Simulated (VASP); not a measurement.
# SiO2 (I4/mmm) in VASP: further runs

Aim: see how the results for SiO2 move with the level of theory and the settings. Levels: PBEsol, r2SCAN, LDA. Tasks: single point.

Everything below comes from runs of VASP 6.6.1. Logs are shortened: lines on timing, memory, paths and dates and some standing lists are left out, and cuts for length are marked.

### Step 1. The cell of the first run

Symmetry: I4/mmm, No. 139, tetragonal system. The conventional cell has a = 8.971 Å, b = 8.971 Å, c = 5.251 Å, α = 90.00°, β = 90.00°, γ = 90.00°. Within 2.1 Å of Si (site symmetry m2m) lie 4 O at 1.61 Å. Within 2.1 Å of O (site symmetry m2m) lie 2 Si at 1.61 Å. Within 2.1 Å of O (site symmetry 2/m) lie 2 Si at 1.61 Å.

### Step 2. Single point, PBEsol

Contents of INCAR:

```
PREC = Accurate
ENCUT = 520
EDIFF = 1E-6
ISMEAR = -1
SIGMA = 0.05
LREAL = False
LASPH = True
NELM = 80
ALGO = Normal
ISIF = 2
LWAVE = False
LCHARG = False
GGA = PS
NBANDS = 44
```

Contents of KPOINTS:

```
regular mesh
0
Gamma
  6 6 6
```

Contents of POSCAR:

```
SiO2
1.0
   -4.4857497470      4.4857497470      2.6253997657
    4.4857497470     -4.4857497470      2.6253997657
    4.4857497470      4.4857497470     -2.6253997657
Si O
4 8
Direct
    0.8230866646      0.8230866646      0.6461733293
    0.1769133354      0.8230866646      0.0000000000
    0.8230866646      0.1769133354      0.0000000000
    0.1769133354      0.1769133354      0.3538266707
    0.0000000000      0.7905758376      0.7905758376
    0.2094241624      0.0000000000      0.2094241624
    0.7905758376      0.0000000000      0.7905758376
    0.0000000000      0.2094241624      0.2094241624
    0.0000000000      0.0000000000      0.5000000000
    0.5000000000      0.0000000000      0.0000000000
    0.0000000000      0.5000000000      0.0000000000
    0.5000000000      0.5000000000      0.5000000000
```

Potentials or basis: VASP PAW PBE potentials, release 64 (Si, O).

Launch:

```sh
$ cat potpaw_PBE.64/Si/POTCAR potpaw_PBE.64/O/POTCAR > POTCAR
$ mpirun -np 1 vasp_std > vasp.out
```

OUTCAR:

```text
PREC = Accurate
   ENCUT = 520
   EDIFF = 1E-6
   ISMEAR = -1
   LREAL = False
   LASPH = True
   NELM = 80
   ISIF = 2
   GGA = PS

 ion  position               nearest neighbor table
   1  0.823  0.823  0.646-  12 1.61   9 1.61   5 1.61   7 1.61
   2  0.177  0.823  0.000-  10 1.61  11 1.61   5 1.61   6 1.61
   3  0.823  0.177  0.000-  10 1.61  11 1.61   7 1.61   8 1.61
   4  0.177  0.177  0.354-  12 1.61   9 1.61   6 1.61   8 1.61
   5  0.000  0.791  0.791-   1 1.61   2 1.61
   6  0.209  0.000  0.209-   4 1.61   2 1.61
   7  0.791  0.000  0.791-   1 1.61   3 1.61
   8  0.000  0.209  0.209-   4 1.61   3 1.61
   9  0.000  0.000  0.500-   1 1.61   4 1.61
  10  0.500  0.000  0.000-   2 1.61   3 1.61
  11  0.000  0.500  0.000-   2 1.61   3 1.61
  12  0.500  0.500  0.500-   1 1.61   4 1.61

  LATTYP: Found a body centered tetragonal cell.
 ALAT       =     8.9714994940
 C/A-ratio  =     0.5852755757

  Lattice vectors:

 A1 = (  -4.4857497470,   4.4857497470,   2.6253997657)
 A2 = (   4.4857497470,  -4.4857497470,   2.6253997657)
 A3 = (   4.4857497470,   4.4857497470,  -2.6253997657)

Analysis of symmetry for initial positions (statically):
=====================================================================
 Subroutine PRICEL returns:
 Original cell was already a primitive cell.

 Routine SETGRP: Setting up the symmetry group for a
 body centered tetragonal supercell.

 Subroutine GETGRP returns: Found 16 space group operations
 (whereof 16 operations were pure point group operations)
 out of a pool of 16 trial point group operations.

The static configuration has the point symmetry D_4h.

Analysis of symmetry for dynamics (positions and initial velocities):
=====================================================================
 Subroutine PRICEL returns:
 Original cell was already a primitive cell.

 Routine SETGRP: Setting up the symmetry group for a
 body centered tetragonal supercell.

 Subroutine GETGRP returns: Found 16 space group operations
 (whereof 16 operations were pure point group operations)
 out of a pool of 16 trial point group operations.

The dynamic configuration has the point symmetry D_4h.

 Subroutine INISYM returns: Found 16 space group operations
 (whereof 16 operations are pure point group operations),
 and found     1 'primitive' translations

[... 116 lines left out ...]
   EDIFFG = 0.1E-04   stopping-criterion for IOM
   NSW    =      0    number of steps for IOM
[... 5 lines left out ...]
   TEBEG  =    0.0;   TEEND  =   0.0 temperature during run
   PSTRESS=    0.0 pullay stress
   NELECT =      64.0000    total number of electrons
   NUPDOWN=      -1.0000    fix difference up-down
   EMIN   =  10.00;   EMAX   =-10.00  energy-range for DOS
   EFERMI =   0.00;   METHOD = LEGACY
   ISMEAR =    -1;   SIGMA  =   0.05  broadening in eV -4-tet -1-fermi 0-gaus
   EFERMI_NEDOS =   21; number of points for ismear=-14 and -15
   IALGO  =     38    algorithm
   IMIX   =      4    mixing-type and parameters
     AMIX     =   0.40;   BMIX     =  1.00
     AMIX_MAG =   1.60;   BMIX_MAG =  1.00
  volume/ion in A,a.u.               =      17.61       118.83
  Fermi-wavevector in a.u.,A,eV,Ry     =   1.099410  2.077583 16.445391  1.208702
  Thomas-Fermi vector in A             =   2.235804
   LORBIT       =      0    0 simple, 1 ext, 2 COOP (PROOUT), +10 PAW based schemes
   GGA     = PS    functional components
   LHFCALC =     F    Hartree Fock is set to
   AEXX    =    0.0000 exact exchange contribution
   IVDW    =     0    specifies the selected vdW correction
   LEPSILON=     F    determine dielectric tensor
   LRPA    =     F    only Hartree local field effects (RPA)
 non-spin polarized calculation
  energy-cutoff  :      520.00
  volume of cell :      211.31
 maximum number of plane-waves:      5762
 NGX is ok and might be reduce to    54
   NGX = 25   NGY = 25   NGZ = 25

 number of electron      64.0000015 magnetization

 Free energy of the ion-electron system (eV)
  ---------------------------------------------------
  ext. energy  EPLUGINS =         0.00000000
  ---------------------------------------------------
  free energy    TOTEN  =       -98.60502681 eV

  energy without entropy =      -98.60502681  energy(sigma->0) =      -98.60502681

 E-fermi :  -0.0742     XC(G=0):  -7.3369

 val. band max:       -1.1940496962   @ k =   0.5000   0.5000   0.5000
 cond. band min:       4.2796865680   @ k =   0.0000   0.0000   0.0000
 fundamental gap:      5.4737362641
 Fermi energy:        -0.0741551231

 k-point     1 :       0.0000    0.0000    0.0000
  band No.  band energies     occupation
      1     -20.5557      2.00000
      2     -19.6829      2.00000
      3     -19.1594      2.00000
      4     -19.1594      2.00000
      5     -18.5426      2.00000
      6     -18.5177      2.00000
[... 1117 lines left out ...]
     43       9.7399      0.00000
     44       9.8845      0.00000

 [... further k-points ...]

------------------------ aborting loop because EDIFF is reached ----------------------------------------

  FORCE on cell =-STRESS in cart. coord.  units (eV):
  Direction    XX          YY          ZZ          XY          YZ          ZX
  --------------------------------------------------------------------------------------
  -------------------------------------------------------------------------------------
  Total        0.5167467      0.5167467      0.5088206      0.0000000     -0.0000000     -0.0000000
  in kB        3.9179853      3.9179853      3.8578893      0.0000000     -0.0000000     -0.0000000
  external PRESSURE =       3.8979533 kB  Pullay stress =       0.0000000 kB

 VOLUME and BASIS-vectors are now :
 -----------------------------------------------------------------------------
  energy-cutoff  :      520.00
  volume of cell :      211.31
      direct lattice vectors                 reciprocal lattice vectors
    -4.485749747  4.485749747  2.625399766     0.000000000  0.111464087  0.190447187
     4.485749747 -4.485749747  2.625399766     0.111464087  0.000000000  0.190447187
     4.485749747  4.485749747 -2.625399766     0.111464087  0.111464087  0.000000000

 POSITION                                       TOTAL-FORCE (eV/Angst)
 -----------------------------------------------------------------------------------
      2.89857      2.89857      2.62540        -0.018318     -0.018318     -0.000000
      2.89857     -2.89857      2.62540        -0.018318      0.018318     -0.000000
     -2.89857      2.89857      2.62540         0.018318     -0.018318     -0.000000
      1.58718      1.58718      0.00000         0.018318      0.018318      0.000000
      7.09265      0.00000      0.00000        -0.001558     -0.000000     -0.000000
      0.00000      1.87885      0.00000        -0.000000      0.001558     -0.000000
      0.00000      7.09265      0.00000        -0.000000     -0.001558     -0.000000
      1.87885      0.00000      0.00000         0.001558     -0.000000     -0.000000
      2.24287      2.24287     -1.31270        -0.000000     -0.000000     -0.000000
     -2.24287      2.24287      1.31270        -0.000000     -0.000000     -0.000000
      2.24287     -2.24287      1.31270        -0.000000     -0.000000     -0.000000
      2.24287      2.24287      1.31270        -0.000000     -0.000000     -0.000000
 -----------------------------------------------------------------------------------
    total drift:                                0.000000      0.000000     -0.000000

  FREE ENERGIE OF THE ION-ELECTRON SYSTEM (eV)
  ---------------------------------------------------
  free  energy   TOTEN  =       -98.6050268080 eV

  energy  without entropy=      -98.6050268080  energy(sigma->0) =      -98.60502681
```

Run time: 4.7 min. Hardware: 1 thread of Oxide Virtual Turin-like, shared host; peak memory 0.47 GiB.

Results:

| Item | Value |
| --- | --- |
| Free energy | -98.6050 eV |
| Pressure | 0.4 GPa |
| Largest force | 0.026 eV/Å |
| Band gap on the k mesh | 5.47 eV |

Forces in eV/Å, atoms in the order of the input:
```
Si  -0.018 -0.018  0.000
Si  -0.018  0.018  0.000
Si   0.018 -0.018  0.000
Si   0.018  0.018  0.000
O   -0.002  0.000  0.000
O    0.000  0.002  0.000
O    0.000 -0.002  0.000
O    0.002  0.000  0.000
O    0.000  0.000  0.000
O    0.000  0.000  0.000
O    0.000  0.000  0.000
O    0.000  0.000  0.000
```

Levels at points of the mesh, in eV from the valence-band top:
```csv
k point,band 28,band 29,band 30,band 31,band 32,band 33,band 34,band 35,band 36,band 37
"(0.00, 0.00, 0.00)",-1.37,-0.84,-0.67,-0.01,0.00,5.47,8.38,8.39,8.82,9.11
"(0.50, 0.00, 0.00)",-1.14,-1.10,-0.77,-0.59,-0.26,7.61,7.82,8.72,8.75,9.31
"(0.50, 0.50, 0.00)",-0.75,-0.45,-0.39,-0.38,-0.24,6.60,7.03,8.55,8.73,9.38
"(0.50, 0.50, 0.50)",-1.01,-1.01,-0.19,0.00,0.00,7.55,7.55,7.67,8.22,8.56
```

Caveat: the PAW data sets were made with another functional, which shifts forces and pressure a little.

### Step 3. Single point, r2SCAN

This run uses another cell than the first one, of 17.42 Å³/atom.

Contents of POSCAR:

```
SiO2
1.0
   -4.4695578725      4.4695578725      2.6157517104
    4.4695578725     -4.4695578725      2.6157517104
    4.4695578725      4.4695578725     -2.6157517104
Si O
4 8
Direct
    0.8230352567      0.8230352567      0.6460705134
    0.1769647433      0.8230352567      0.0000000000
    0.8230352567      0.1769647433      0.0000000000
    0.1769647433      0.1769647433      0.3539294866
    0.0000000000      0.7912401524      0.7912401524
    0.2087598476      0.0000000000      0.2087598476
    0.7912401524      0.0000000000      0.7912401524
    0.0000000000      0.2087598476      0.2087598476
    0.0000000000      0.0000000000      0.5000000000
    0.5000000000      0.0000000000      0.0000000000
    0.0000000000      0.5000000000      0.0000000000
    0.5000000000      0.5000000000      0.5000000000
```

Contents of INCAR.step1:

```
SYSTEM = SiO2
PREC = Accurate ; ENCUT = 520
ISMEAR = -1 ; SIGMA = 0.05
LREAL = .False. ; LASPH = .True.
NELM = 60 ; NBANDS = 44
GGA = PE ; ALGO = Normal
EDIFF = 1E-4 ; LWAVE = .True.
LCHARG = .False.
```

Contents of INCAR.step2:

```
SYSTEM = SiO2
PREC = Accurate ; ENCUT = 520
EDIFF = 1E-7 ; ISMEAR = -1
SIGMA = 0.05 ; LREAL = .False.
LASPH = .True. ; NELM = 60
ALGO = Normal ; ISIF = 2
LWAVE = .False. ; LCHARG = .False.
METAGGA = R2SCAN ; LMIXTAU = .True.
NBANDS = 44 ; ISTART = 1
```

Contents of KPOINTS:

```
Automatic mesh
0
Gamma
  6 6 6
  0 0 0
```

Potentials or basis: VASP PAW PBE potentials, release 64 (Si, O).

Launch:

```sh
$ cat potpaw_PBE.64/Si/POTCAR potpaw_PBE.64/O/POTCAR > POTCAR
$ cp INCAR.step1 INCAR
$ mpirun -np 1 vasp_std > vasp.out
$ cp INCAR.step2 INCAR
$ mpirun -np 1 vasp_std > vasp.out
```

It took 23 min on 1 thread of Oxide Virtual Turin-like, shared host; peak memory 0.49 GiB.

It converged, with:

```yaml
Free_energy: -119.0235 eV
Pressure: 0.1 GPa
Largest_force: 0.029 eV/Å
Band_gap_on_the_k_mesh: 6.07 eV
```

Forces in eV/Å, atoms in the order of the input:
```
Si  -0.021 -0.021  0.000
Si  -0.021  0.021  0.000
Si   0.021 -0.021  0.000
Si   0.021  0.021  0.000
O    0.003  0.000  0.000
O    0.000 -0.003  0.000
O    0.000  0.003  0.000
O   -0.003  0.000  0.000
O    0.000  0.000  0.000
O    0.000  0.000  0.000
O    0.000  0.000  0.000
O    0.000  0.000  0.000
```

Levels at points of the mesh, in eV from the valence-band top:
```csv
k point,band 28,band 29,band 30,band 31,band 32,band 33,band 34,band 35,band 36,band 37
"(0.00, 0.00, 0.00)",-1.39,-0.82,-0.68,-0.02,0.00,6.07,8.98,9.55,9.86,10.02
"(0.50, 0.00, 0.00)",-1.15,-1.11,-0.78,-0.59,-0.25,8.27,8.43,9.31,9.94,10.04
"(0.50, 0.50, 0.00)",-0.75,-0.46,-0.38,-0.38,-0.24,7.19,7.62,9.53,9.85,10.50
"(0.50, 0.50, 0.50)",-1.03,-1.03,-0.17,0.00,0.00,8.12,8.46,8.46,8.66,9.60
```

Caveat: the PAW data sets were made with another functional, which shifts forces and pressure a little.

(Continued in part 2 of 2.)
